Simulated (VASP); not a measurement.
# TiH (I4/mmm) in VASP: notebook

Runs on TiH. Level: LDA. Tasks: single point.

Program: VASP 6.6.1. These are calculated values, not measurements. Logs are shortened: lines on timing, memory, paths and dates and some standing lists are left out, and cuts for length are marked.

**1. The cell of the first run**

Symmetry: I4/mmm, No. 139, tetragonal system. The conventional cell has a = 3.317 Å, b = 3.317 Å, c = 3.317 Å, α = 90.00°, β = 90.00°, γ = 90.00°. Ti (site symmetry 4/mmm) has 2 H at 1.66 Å within 2.2 Å. Within 2.2 Å of H (site symmetry 4/mmm) lie 2 Ti at 1.66 Å.

**2. Single point, LDA**

INCAR reads:

```
SYSTEM = TiH
ALGO = Normal
EDIFF = 1E-7
ENCUT = 520
ISIF = 2
ISMEAR = 0
LASPH = .True.
LCHARG = .False.
LREAL = .False.
LWAVE = .False.
NBANDS = 14
NELM = 60
PREC = Accurate
SIGMA = 0.15
```

KPOINTS reads:

```
k-points
0
Gamma
  22 22 22
  0 0 0
```

POSCAR reads:

```
TiH
1.0
    0.0000000000      2.3457239049      1.6584268007
    2.3457239049      0.0000000000      1.6584268007
    2.3457239049      2.3457239049      0.0000000000
Ti H
1 1
Direct
    0.0000000000      0.0000000000      0.0000000000
    0.5000000000      0.5000000000      0.5000000000
```

Potentials or basis: VASP PAW LDA potentials, release 64 (Ti_sv, H).

On the command line:

```sh
cat potpaw_LDA.64/Ti_sv/POTCAR potpaw_LDA.64/H/POTCAR > POTCAR
mpirun -np 1 vasp_std > vasp.out
```

OUTCAR:

```text
SYSTEM = TiH
   EDIFF = 1E-7
   ENCUT = 520
   ISIF = 2
   ISMEAR = 0
   LASPH = .True.
   LREAL = .False.
   NELM = 60
   PREC = Accurate

 ion  position               nearest neighbor table
   1  0.000  0.000  0.000-   2 1.66   2 1.66
   2  0.500  0.500  0.500-   1 1.66   1 1.66

  LATTYP: Found a body centered tetragonal cell.
 ALAT       =     3.3173545599
 C/A-ratio  =     0.9998489886

  Lattice vectors:

 A1 = (   0.0000000000,  -2.3457239049,  -1.6584268007)
 A2 = (   0.0000000000,   2.3457239049,  -1.6584268007)
 A3 = (   2.3457239049,   0.0000000000,   1.6584268007)

Analysis of symmetry for initial positions (statically):
=====================================================================
 Subroutine PRICEL returns:
 Original cell was already a primitive cell.

 Routine SETGRP: Setting up the symmetry group for a
 body centered tetragonal supercell.

 Subroutine GETGRP returns: Found 16 space group operations
 (whereof 16 operations were pure point group operations)
 out of a pool of 16 trial point group operations.

The static configuration has the point symmetry D_4h.

Analysis of symmetry for dynamics (positions and initial velocities):
=====================================================================
 Subroutine PRICEL returns:
 Original cell was already a primitive cell.

 Routine SETGRP: Setting up the symmetry group for a
 body centered tetragonal supercell.

 Subroutine GETGRP returns: Found 16 space group operations
 (whereof 16 operations were pure point group operations)
 out of a pool of 16 trial point group operations.

The dynamic configuration has the point symmetry D_4h.

 Subroutine INISYM returns: Found 16 space group operations
 (whereof 16 operations are pure point group operations),
 and found     1 'primitive' translations

----------------------------------------------------------------------------------------

                                     Primitive cell

  volume of cell :      18.2507

  direct lattice vectors                    reciprocal lattice vectors
     0.000000000  2.345723905  1.658426801    -0.213153815  0.213153815  0.301490545
     2.345723905  0.000000000  1.658426801     0.213153815 -0.213153815  0.301490545
     2.345723905  2.345723905  0.000000000     0.213153815  0.213153815 -0.301490545

  length of vectors
     2.872768715  2.872768715  3.317354560     0.426339825  0.426339825  0.426339825

  position of ions in fractional coordinates (direct lattice)
     0.000000000  0.000000000  0.000000000
     0.500000000  0.500000000  0.500000000

  ion indices of the primitive-cell ions
   primitive index   ion index
                 1           1
                 2           2

----------------------------------------------------------------------------------------

 KPOINTS: k-points

Automatic generation of k-mesh.
 Grid dimensions read from file:
 generate k-points for:   22   22   22

 Generating k-lattice:

  Cartesian coordinates                     Fractional coordinates (reciprocal lattice)
    -0.009688810  0.009688810  0.013704116     0.045454545  0.000000000  0.000000000
     0.009688810 -0.009688810  0.013704116     0.000000000  0.045454545  0.000000000
     0.009688810  0.009688810 -0.013704116     0.000000000  0.000000000  0.045454545

  Length of vectors
     0.019379083  0.019379083  0.019379083

  Shift w.r.t. Gamma in fractional coordinates (k-lattice)
     0.000000000  0.000000000  0.000000000

 Subroutine IBZKPT returns following result:
 ===========================================

 Found    834 irreducible k-points:

 Following reciprocal coordinates:
            Coordinates               Weight
  0.000000  0.000000  0.000000      1.000000
  0.045455  0.000000  0.000000      8.000000
  0.090909  0.000000  0.000000      8.000000
  0.136364  0.000000  0.000000      8.000000
  0.181818  0.000000  0.000000      8.000000
  0.227273  0.000000  0.000000      8.000000
[... 16 lines left out ...]
  0.500000  0.045455  0.000000      8.000000
 -0.454545  0.045455  0.000000      8.000000
 [... further k-points ...]
   k-points           NKPTS =    834   k-points in BZ     NKDIM =    834   number of bands    NBANDS=     14
   number of dos      NEDOS =    301   number of ions     NIONS =      2
   total plane-waves  NPLWV =  16128
   dimension x,y,z NGX =    24 NGY =   24 NGZ =   28
   dimension x,y,z NGXF=    48 NGYF=   48 NGZF=   56
   ions per type =               1   1
   NGX,Y,Z   is equivalent  to a cutoff of  13.89, 13.89, 14.03 a.u.
   NGXF,Y,Z  is equivalent  to a cutoff of  27.78, 27.78, 28.06 a.u.
 SYSTEM =  TiH
   PREC   = accura    normal or accurate (medium, high low for compatibility)
   ISTART =      0    job   : 0-new  1-cont  2-samecut
   ICHARG =      2    charge: 1-file 2-atom 10-const
   ISPIN  =      1    spin polarized calculation?
   LNONCOLLINEAR =      F non collinear calculations
   LSORBIT =      F    spin-orbit coupling
   LASPH  =      T    aspherical Exc in radial PAW
   ENCUT  =  520.0 eV  38.22 Ry    6.18 a.u.   5.34  5.34  6.17*2*pi/ulx,y,z
   NELM   =     60;   NELMIN=  2; NELMDL= -5     # of ELM steps
   EDIFF  = 0.1E-06   stopping-criterion for ELM
   LREAL  =      F    real-space projection
   EDIFFG = 0.1E-05   stopping-criterion for IOM
   NSW    =      0    number of steps for IOM
   IBRION =     -1    ionic relax: 0-MD 1-quasi-New 2-CG
   NFREE  =      0    steps in history (QN), initial steepest desc. (CG)
   ISIF   =      2    stress and relaxation
   ISYM   =      2    0-nonsym 1-usesym 2-fastsym
   POTIM  = 0.5000    time-step for ionic-motion
   TEBEG  =    0.0;   TEEND  =   0.0 temperature during run
   PSTRESS=    0.0 pullay stress
   NELECT =      13.0000    total number of electrons
   NUPDOWN=      -1.0000    fix difference up-down
   EMIN   =  10.00;   EMAX   =-10.00  energy-range for DOS
   EFERMI =   0.00;   METHOD = LEGACY
   ISMEAR =     0;   SIGMA  =   0.15  broadening in eV -4-tet -1-fermi 0-gaus
   EFERMI_NEDOS =   21; number of points for ismear=-14 and -15
   IALGO  =     38    algorithm
   IMIX   =      4    mixing-type and parameters
     AMIX     =   0.40;   BMIX     =  1.00
     AMIX_MAG =   1.60;   BMIX_MAG =  1.00
  volume/ion in A,a.u.               =       9.13        61.58
  Fermi-wavevector in a.u.,A,eV,Ry     =   1.462051  2.762876 29.083729  2.137594
  Thomas-Fermi vector in A             =   2.578310
   LORBIT       =      0    0 simple, 1 ext, 2 COOP (PROOUT), +10 PAW based schemes
   GGA     = CA    functional components
   LHFCALC =     F    Hartree Fock is set to
   AEXX    =    0.0000 exact exchange contribution
   IVDW    =     0    specifies the selected vdW correction
   LEPSILON=     F    determine dielectric tensor
   LRPA    =     F    only Hartree local field effects (RPA)
 non-spin polarized calculation
 Gauss-broadening in eV      SIGMA  =   0.15
  energy-cutoff  :      520.00
  volume of cell :       18.25
 maximum number of plane-waves:       531
 NGX is ok and might be reduce to    24
   NGX = 11   NGY = 11   NGZ = 13

 number of electron      13.0000002 magnetization

 Free energy of the ion-electron system (eV)
  ---------------------------------------------------
  ext. energy  EPLUGINS =         0.00000000
  ---------------------------------------------------
  free energy    TOTEN  =       -12.42546046 eV

  energy without entropy =      -12.40980898  energy(sigma->0) =      -12.41763472

 E-fermi :   8.0483     XC(G=0): -12.1319

 val. band max:        8.0476708221   @ k =   0.3182   0.0455   0.1818
 cond. band min:       8.0514822853   @ k =  -0.4545  -0.0000   0.4091
 fundamental gap:      0.0038114632
 Fermi energy:         8.0482896019

 k-point     1 :       0.0000    0.0000    0.0000
  band No.  band energies     occupation
      1     -47.7217      2.00000
      2     -24.0852      2.00000
      3     -24.0060      2.00000
      4     -24.0060      2.00000
      5      -0.8503      2.00000
      6       8.8987      0.00000
      7       8.9005      0.00000
      8       8.9005      0.00000
      9       8.9224      0.00000
     10      10.7142      0.00000
     11      22.0291      0.00000
     12      23.0800      0.00000
     13      23.0800      0.00000
     14      25.0350      0.00000

 k-point     2 :       0.0455    0.0000    0.0000
  band No.  band energies     occupation
      1     -47.7191      2.00000
      2     -24.0943      2.00000
      3     -24.0119      2.00000
      4     -24.0100      2.00000
      5      -0.7841      2.00000
      6       8.8553      0.00000
      7       8.8722      0.00000
      8       8.9319      0.00000
      9       8.9630      0.00000
     10      10.6861      0.00000
     11      21.6110      0.00000
     12      23.1562      0.00000
     13      23.3913      0.00000
     14      24.9700      0.00000

 k-point     3 :       0.0909    0.0000    0.0000
  band No.  band energies     occupation
      1     -47.7118      2.00000
      2     -24.1264      2.00000
      3     -24.0238      2.00000
      4     -24.0217      2.00000
      5      -0.5882      2.00000
      6       8.7171      0.00000
      7       8.7651      0.00000
      8       9.0276      0.00000
      9       9.1105      0.00000
     10      10.6186      0.00000
     11      20.8024      0.00000
     12      23.3748      0.00000
     13      23.8676      0.00000
     14      24.7954      0.00000

 k-point     4 :       0.1364    0.0000    0.0000
  band No.  band energies     occupation
      1     -47.7002      2.00000
      2     -24.1855      2.00000
      3     -24.0401      2.00000
      4     -24.0337      2.00000
      5      -0.2692      2.00000
      6       8.4787      0.00005
      7       8.6007      0.00000
      8       9.1819      0.00000
      9       9.3517      0.00000
     10      10.5495      0.00000
     11      19.8593      0.00000
     12      23.7093      0.00000
     13      23.8739      0.00000
     14      24.9271      0.00000

 k-point     5 :       0.1818    0.0000    0.0000
  band No.  band energies     occupation
      1     -47.6852      2.00000
      2     -24.2660      2.00000
      3     -24.0636      2.00000
      4     -24.0409      2.00000
      5       0.1623      2.00000
      6       8.1477      0.34886
      7       8.3986      0.00096
      8       9.3858      0.00000
      9       9.6762      0.00000
     10      10.5104      0.00000
     11      18.8694      0.00000
[... 276 lines left out ...]
 k-point    22 :       0.4545    0.0455    0.0000
  band No.  band energies     occupation
      1     -47.5965      2.00000
      2     -24.7261      2.00000
      3     -24.2017      2.00000
      4     -24.0734      2.00000
      5       3.8837      2.00000
      6       5.7205      2.00000
      7       7.4472      2.00000
      8      10.2529      0.00000
      9      10.6521      0.00000
     10      12.0429      0.00000
     11      15.7234      0.00000
     12      17.3311      0.00000
     13      23.0432      0.00000
     14      26.4732      0.00000

 k-point    23 :       0.5000    0.0455    0.0000
  band No.  band energies     occupation
      1     -47.5942      2.00000
      2     -24.7358      2.00000
      3     -24.2057      2.00000
      4     -24.0738      2.00000
      5       4.1066      2.00000
      6       5.4229      2.00000
      7       7.4226      2.00000
      8      10.2727      0.00000
      9      10.7775      0.00000
     10      12.1369      0.00000
     11      16.0048      0.00000
     12      16.8864      0.00000
     13      22.8951      0.00000
     14      26.4995      0.00000

 k-point    24 :      -0.4545    0.0455    0.0000
  band No.  band energies     occupation
      1     -47.5970      2.00000
      2     -24.7193      2.00000
      3     -24.2018      2.00000
      4     -24.0731      2.00000
      5       3.8100      2.00000
      6       5.5294      2.00000
      7       7.4501      2.00000
      8      10.3136      0.00000
      9      10.8676      0.00000
     10      12.0454      0.00000
     11      15.9432      0.00000
     12      17.2261      0.00000
     13      23.0237      0.00000
     14      26.4754      0.00000

 [... further k-points ...]

------------------------ aborting loop because EDIFF is reached ----------------------------------------

  FORCE on cell =-STRESS in cart. coord.  units (eV):
  Direction    XX          YY          ZZ          XY          YZ          ZX
  --------------------------------------------------------------------------------------
  -------------------------------------------------------------------------------------
  Total       -1.7259673     -1.7259673      4.8211747      0.0000000     -0.0000000      0.0000000
  in kB     -151.5175935   -151.5175935    423.2367439      0.0000000     -0.0000000      0.0000000
  external PRESSURE =      40.0671857 kB  Pullay stress =       0.0000000 kB

 VOLUME and BASIS-vectors are now :
 -----------------------------------------------------------------------------
  energy-cutoff  :      520.00
  volume of cell :       18.25
      direct lattice vectors                 reciprocal lattice vectors
     0.000000000  2.345723905  1.658426801    -0.213153815  0.213153815  0.301490545
     2.345723905  0.000000000  1.658426801     0.213153815 -0.213153815  0.301490545
     2.345723905  2.345723905  0.000000000     0.213153815  0.213153815 -0.301490545

 POSITION                                       TOTAL-FORCE (eV/Angst)
 -----------------------------------------------------------------------------------
      0.00000      0.00000      0.00000        -0.000000      0.000000     -0.000000
      2.34572      2.34572      1.65843         0.000000     -0.000000      0.000000
 -----------------------------------------------------------------------------------
    total drift:                                0.000000     -0.000000     -0.000000

  FREE ENERGIE OF THE ION-ELECTRON SYSTEM (eV)
  ---------------------------------------------------
  free  energy   TOTEN  =       -12.4254604635 eV

  energy  without entropy=      -12.4098089788  energy(sigma->0) =      -12.41763472
```

Wall time 6 min (1 thread of Intel Xeon 8259CL, shared host); peak memory 0.33 GiB.

Results:

* Free energy: -12.4255 eV
* Pressure: 4.0 GPa
* Band gap on the k mesh: zero (an odd number of electrons rules out a gap without spin polarisation)

Caveat: the cell stands under pressure.

[end of part 1 of 2]
